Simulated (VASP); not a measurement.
# Cu (P6_3/mmc) in VASP: single point with PBEsol

Aim: the single point of Cu with PBEsol.

Program: VASP 6.6.1. These are calculated values, not measurements. Logs are shortened: lines on timing, memory, paths and dates and some standing lists are left out, and cuts for length are marked.

## (1) The cell of the first run

Symmetry: P6_3/mmc, No. 194, hexagonal system. The conventional cell has a = 2.534 Å, b = 2.534 Å, c = 4.113 Å, α = 90.00°, β = 90.00°, γ = 120.00°. Within 3.3 Å of Cu (site symmetry -6m2) lie 12 Cu at 2.52 to 2.53 Å.

## (2) Single point, PBEsol

File INCAR:

```
  PREC = Accurate
  ENCUT = 520
  EDIFF = 1E-7
  ISMEAR = -1
  SIGMA = 0.05
  LREAL = False
  LASPH = True
  NELM = 60
  ALGO = Normal
  ISIF = 2
  LWAVE = False
  LCHARG = False
  GGA = PS
  NBANDS = 18
```

File KPOINTS:

```
Automatic mesh
0
Gamma
  15 15 8
```

File POSCAR:

```
Cu
1.0
    2.5340970000      0.0000000000      0.0000000000
   -1.2670485000      2.1945923777      0.0000000000
    0.0000000000      0.0000000000      4.1125710000
Cu
2
Direct
    0.3333333333      0.6666666667      0.2500000000
    0.6666666667      0.3333333333      0.7500000000
```

Potentials or basis: VASP PAW PBE potentials, release 64 (Cu).

Started as:

```sh
cat potpaw_PBE.64/Cu/POTCAR > POTCAR
mpirun -np 1 vasp_std > vasp.out
```

OUTCAR:

```text
PREC = Accurate
   ENCUT = 520
   EDIFF = 1E-7
   ISMEAR = -1
   LREAL = False
   LASPH = True
   NELM = 60
   ISIF = 2
   GGA = PS

 ion  position               nearest neighbor table
   1  0.333  0.667  0.250-   2 2.52   2 2.52   2 2.52   2 2.52   2 2.52   2 2.52
   2  0.667  0.333  0.750-   1 2.52   1 2.52   1 2.52   1 2.52   1 2.52   1 2.52

  LATTYP: Found a hexagonal cell.
 ALAT       =     2.5340970000
 C/A-ratio  =     1.6228940723

  Lattice vectors:

 A1 = (   2.5340970000,   0.0000000000,   0.0000000000)
 A2 = (  -1.2670485000,   2.1945923777,   0.0000000000)
 A3 = (   0.0000000000,   0.0000000000,   4.1125710000)

Analysis of symmetry for initial positions (statically):
=====================================================================
 Subroutine PRICEL returns:
 Original cell was already a primitive cell.

 Routine SETGRP: Setting up the symmetry group for a
 hexagonal supercell.

 Subroutine GETGRP returns: Found 24 space group operations
 (whereof 12 operations were pure point group operations)
 out of a pool of 24 trial point group operations.

The static configuration has the point symmetry D_3d.
 The point group associated with its full space group is D_6h.

Analysis of symmetry for dynamics (positions and initial velocities):
=====================================================================
 Subroutine PRICEL returns:
 Original cell was already a primitive cell.

 Routine SETGRP: Setting up the symmetry group for a
 hexagonal supercell.

 Subroutine GETGRP returns: Found 24 space group operations
 (whereof 12 operations were pure point group operations)
 out of a pool of 24 trial point group operations.

The dynamic configuration has the point symmetry D_3d.
 The point group associated with its full space group is D_6h.

 Subroutine INISYM returns: Found 24 space group operations
 (whereof 12 operations are pure point group operations),
 and found     1 'primitive' translations

----------------------------------------------------------------------------------------

                                     Primitive cell

  volume of cell :      22.8713

  direct lattice vectors                    reciprocal lattice vectors
     2.534097000  0.000000000  0.000000000     0.394617886  0.227832742  0.000000000
    -1.267048500  2.194592378  0.000000000     0.000000000  0.455665485  0.000000000
     0.000000000  0.000000000  4.112571000     0.000000000  0.000000000  0.243156896

  length of vectors
     2.534097000  2.534097000  4.112571000     0.455665485  0.455665485  0.243156896

  position of ions in fractional coordinates (direct lattice)
     0.333333333  0.666666667  0.250000000
     0.666666667  0.333333333  0.750000000

  ion indices of the primitive-cell ions
   primitive index   ion index
                 1           1
                 2           2

----------------------------------------------------------------------------------------

 KPOINTS: Automatic mesh

Automatic generation of k-mesh.
 Grid dimensions read from file:
 generate k-points for:   15   15    8

 Generating k-lattice:

  Cartesian coordinates                     Fractional coordinates (reciprocal lattice)
     0.026307859  0.015188849  0.000000000     0.066666667 -0.000000000  0.000000000
     0.000000000  0.030377699  0.000000000     0.000000000  0.066666667  0.000000000
     0.000000000  0.000000000  0.030394612     0.000000000  0.000000000  0.125000000

  Length of vectors
     0.030377699  0.030377699  0.030394612

  Shift w.r.t. Gamma in fractional coordinates (k-lattice)
     0.000000000  0.000000000  0.000000000

 Subroutine IBZKPT returns following result:
 ===========================================

 Found    135 irreducible k-points:

 Following reciprocal coordinates:
            Coordinates               Weight
  0.000000  0.000000  0.000000      1.000000
  0.066667  0.000000  0.000000      6.000000
  0.133333  0.000000  0.000000      6.000000
  0.200000  0.000000  0.000000      6.000000
  0.266667  0.000000  0.000000      6.000000
  0.333333  0.000000  0.000000      6.000000
[... 16 lines left out ...]
  0.333333  0.200000  0.000000     12.000000
  0.400000  0.200000  0.000000      6.000000
 [... further k-points ...]
   k-points           NKPTS =    135   k-points in BZ     NKDIM =    135   number of bands    NBANDS=     18
   number of dos      NEDOS =    301   number of ions     NIONS =      2
   total plane-waves  NPLWV =  12800
   dimension x,y,z NGX =    20 NGY =   20 NGZ =   32
   dimension x,y,z NGXF=    40 NGYF=   40 NGZF=   64
   ions per type =               2
   NGX,Y,Z   is equivalent  to a cutoff of  13.12, 13.12, 12.94 a.u.
   NGXF,Y,Z  is equivalent  to a cutoff of  26.24, 26.24, 25.87 a.u.
 SYSTEM =  unknown system
   PREC   = accura    normal or accurate (medium, high low for compatibility)
   ISTART =      0    job   : 0-new  1-cont  2-samecut
   ICHARG =      2    charge: 1-file 2-atom 10-const
   ISPIN  =      1    spin polarized calculation?
   LNONCOLLINEAR =      F non collinear calculations
   LSORBIT =      F    spin-orbit coupling
   LASPH  =      T    aspherical Exc in radial PAW
   ENCUT  =  520.0 eV  38.22 Ry    6.18 a.u.   4.71  4.71  7.65*2*pi/ulx,y,z
   NELM   =     60;   NELMIN=  2; NELMDL= -5     # of ELM steps
   EDIFF  = 0.1E-06   stopping-criterion for ELM
   LREAL  =      F    real-space projection
   EDIFFG = 0.1E-05   stopping-criterion for IOM
   NSW    =      0    number of steps for IOM
   IBRION =     -1    ionic relax: 0-MD 1-quasi-New 2-CG
   NFREE  =      0    steps in history (QN), initial steepest desc. (CG)
   ISIF   =      2    stress and relaxation
   ISYM   =      2    0-nonsym 1-usesym 2-fastsym
   POTIM  = 0.5000    time-step for ionic-motion
   TEBEG  =    0.0;   TEEND  =   0.0 temperature during run
   PSTRESS=    0.0 pullay stress
   NELECT =      22.0000    total number of electrons
   NUPDOWN=      -1.0000    fix difference up-down
   EMIN   =  10.00;   EMAX   =-10.00  energy-range for DOS
   EFERMI =   0.00;   METHOD = LEGACY
   ISMEAR =    -1;   SIGMA  =   0.05  broadening in eV -4-tet -1-fermi 0-gaus
   EFERMI_NEDOS =   21; number of points for ismear=-14 and -15
   IALGO  =     38    algorithm
   IMIX   =      4    mixing-type and parameters
     AMIX     =   0.40;   BMIX     =  1.00
     AMIX_MAG =   1.60;   BMIX_MAG =  1.00
  volume/ion in A,a.u.               =      11.44        77.17
  Fermi-wavevector in a.u.,A,eV,Ry     =   1.616040  3.053874 35.532794  2.611587
  Thomas-Fermi vector in A             =   2.710691
   LORBIT       =      0    0 simple, 1 ext, 2 COOP (PROOUT), +10 PAW based schemes
   GGA     = PS    functional components
   LHFCALC =     F    Hartree Fock is set to
   AEXX    =    0.0000 exact exchange contribution
   IVDW    =     0    specifies the selected vdW correction
   LEPSILON=     F    determine dielectric tensor
   LRPA    =     F    only Hartree local field effects (RPA)
 non-spin polarized calculation
  energy-cutoff  :      520.00
  volume of cell :       22.87
 maximum number of plane-waves:       640
 NGX is ok and might be reduce to    20
   NGX =  9   NGY =  9   NGZ = 15

 number of electron      21.9999979 magnetization

 Free energy of the ion-electron system (eV)
  ---------------------------------------------------
  ext. energy  EPLUGINS =         0.00000000
  ---------------------------------------------------
  free energy    TOTEN  =        -8.60311057 eV

  energy without entropy =       -8.59711859  energy(sigma->0) =       -8.60011458

 E-fermi :   7.9139     XC(G=0): -13.0969

 val. band max:        7.9103184031   @ k =   0.2000   0.0667   0.2500
 cond. band min:       7.9340281842   @ k =   0.4667   0.0667   0.0000
 fundamental gap:      0.0237097811
 Fermi energy:         7.9138666307

 k-point     1 :       0.0000    0.0000    0.0000
  band No.  band energies     occupation
      1      -1.8330      2.00000
      2       2.5374      2.00000
      3       4.6983      2.00000
      4       4.7299      2.00000
      5       4.7299      2.00000
      6       4.9543      2.00000
[... 10 lines left out ...]
     17      31.5229      0.00000
     18      31.5230      0.00000

 k-point     2 :       0.0667    0.0000    0.0000
  band No.  band energies     occupation
      1      -1.6864      2.00000
      2       2.6224      2.00000
      3       4.5873      2.00000
      4       4.7845      2.00000
      5       4.8259      2.00000
      6       4.9282      2.00000
[... 10 lines left out ...]
     17      32.4321      0.00000
     18      32.5175      0.00000

 k-point     3 :       0.1333    0.0000    0.0000
  band No.  band energies     occupation
      1      -1.2529      2.00000
      2       2.8532      2.00000
      3       4.4312      2.00000
      4       4.7945      2.00000
      5       4.8309      2.00000
      6       4.9419      2.00000
[... 10 lines left out ...]
     17      31.2756      0.00000
     18      32.7808      0.00000

 k-point     4 :       0.2000    0.0000    0.0000
  band No.  band energies     occupation
      1      -0.5542      2.00000
      2       3.1444      2.00000
      3       4.2747      2.00000
      4       4.2974      2.00000
      5       4.7391      2.00000
      6       5.0035      2.00000
[... 10 lines left out ...]
     17      28.3409      0.00000
     18      30.3695      0.00000

 k-point     5 :       0.2667    0.0000    0.0000
  band No.  band energies     occupation
      1       0.3599      2.00000
      2       3.3284      2.00000
      3       3.8957      2.00000
      4       4.2001      2.00000
      5       4.7026      2.00000
      6       4.8799      2.00000
[... 10 lines left out ...]
     17      25.9305      0.00000
     18      28.4051      0.00000

 k-point     6 :       0.3333    0.0000    0.0000
  band No.  band energies     occupation
      1       1.3760      2.00000
      2       3.3047      2.00000
      3       3.6021      2.00000
      4       4.2399      2.00000
      5       4.7700      2.00000
      6       4.7895      2.00000
[... 10 lines left out ...]
     17      23.6059      0.00000
     18      27.5943      0.00000

 k-point     7 :       0.4000    0.0000    0.0000
  band No.  band energies     occupation
      1       2.2541      2.00000
      2       3.1900      2.00000
      3       3.4120      2.00000
      4       4.3898      2.00000
      5       4.6884      2.00000
      6       4.8229      2.00000
[... 10 lines left out ...]
     17      21.4705      0.00000
     18      27.2511      0.00000

 k-point     8 :       0.4667    0.0000    0.0000
  band No.  band energies     occupation
      1       2.7292      2.00000
      2       3.0797      2.00000
      3       3.3189      2.00000
      4       4.5971      2.00000
      5       4.6451      2.00000
      6       4.7778      2.00000
[... 10 lines left out ...]
     17      21.0432      0.00000
     18      27.1071      0.00000
[... 229 lines left out ...]
     17      21.6882      0.00000
     18      26.3269      0.00000

 k-point    20 :       0.4000    0.1333    0.0000
  band No.  band energies     occupation
      1       2.9709      2.00000
      2       3.2609      2.00000
      3       3.3735      2.00000
      4       4.3044      2.00000
      5       4.5703      2.00000
      6       4.7413      2.00000
[... 10 lines left out ...]
     17      19.8647      0.00000
     18      26.0635      0.00000

 k-point    21 :       0.2000    0.2000    0.0000
  band No.  band energies     occupation
      1       1.6472      2.00000
      2       3.6436      2.00000
      3       3.6498      2.00000
      4       3.8207      2.00000
      5       4.5698      2.00000
      6       4.8117      2.00000
[... 10 lines left out ...]
     17      25.1635      0.00000
     18      25.6388      0.00000

 k-point    22 :       0.2667    0.2000    0.0000
  band No.  band energies     occupation
      1       2.5245      2.00000
      2       3.5147      2.00000
      3       3.5842      2.00000
      4       3.8453      2.00000
      5       4.5053      2.00000
      6       4.8647      2.00000
[... 10 lines left out ...]
     17      23.2647      0.00000
     18      24.4378      0.00000

 k-point    23 :       0.3333    0.2000    0.0000
  band No.  band energies     occupation
      1       3.0896      2.00000
      2       3.4404      2.00000
      3       3.4735      2.00000
      4       3.9954      2.00000
      5       4.5009      2.00000
      6       4.7378      2.00000
[... 10 lines left out ...]
     17      21.0341      0.00000
     18      24.0602      0.00000

 k-point    24 :       0.4000    0.2000    0.0000
  band No.  band energies     occupation
      1       3.2453      2.00000
      2       3.4163      2.00000
      3       3.4310      2.00000
      4       4.0970      2.00000
      5       4.5212      2.00000
      6       4.6707      2.00000
[... 10 lines left out ...]
     17      19.8401      0.00000
     18      23.9349      0.00000

 [... further k-points ...]
[... 5 lines left out ...]
  --------------------------------------------------------------------------------------
  -------------------------------------------------------------------------------------
  Total       -0.3084019     -0.3084019      0.2175708      0.0000000      0.0000000      0.0000000
  in kB      -21.6041465    -21.6041465     15.2412559      0.0000000      0.0000000      0.0000000
  external PRESSURE =      -9.3223457 kB  Pullay stress =       0.0000000 kB

 VOLUME and BASIS-vectors are now :
 -----------------------------------------------------------------------------
  energy-cutoff  :      520.00
  volume of cell :       22.87
      direct lattice vectors                 reciprocal lattice vectors
     2.534097000  0.000000000  0.000000000     0.394617886  0.227832742  0.000000000
    -1.267048500  2.194592378  0.000000000     0.000000000  0.455665485  0.000000000
     0.000000000  0.000000000  4.112571000     0.000000000  0.000000000  0.243156896

 POSITION                                       TOTAL-FORCE (eV/Angst)
 -----------------------------------------------------------------------------------
     -0.00000      1.46306      1.02814        -0.000000     -0.000000     -0.000000
      1.26705      0.73153      3.08443         0.000000      0.000000      0.000000
 -----------------------------------------------------------------------------------
    total drift:                               -0.000000      0.000000     -0.000000

  FREE ENERGIE OF THE ION-ELECTRON SYSTEM (eV)
  ---------------------------------------------------
  free  energy   TOTEN  =        -8.6031105660 eV

  energy  without entropy=       -8.5971185911  energy(sigma->0) =       -8.60011458
```

Run time: 74 s. Hardware: 1 thread of Intel Xeon 8259CL, shared host; peak memory 0.17 GiB.

What came out:

```
Free energy            : -8.6031 eV
Pressure               : -0.9 GPa
Band gap on the k mesh : zero (band 11 reaches 11.87 eV, above the bottom of band 12 at 5.81 eV)
```

Stress tensor (GPa, compression positive):
```
-2.16  0.00  0.00
 0.00 -2.16  0.00
 0.00  0.00  1.52
```

Caveat: the PAW data sets were made with another functional, which shifts forces and pressure a little.
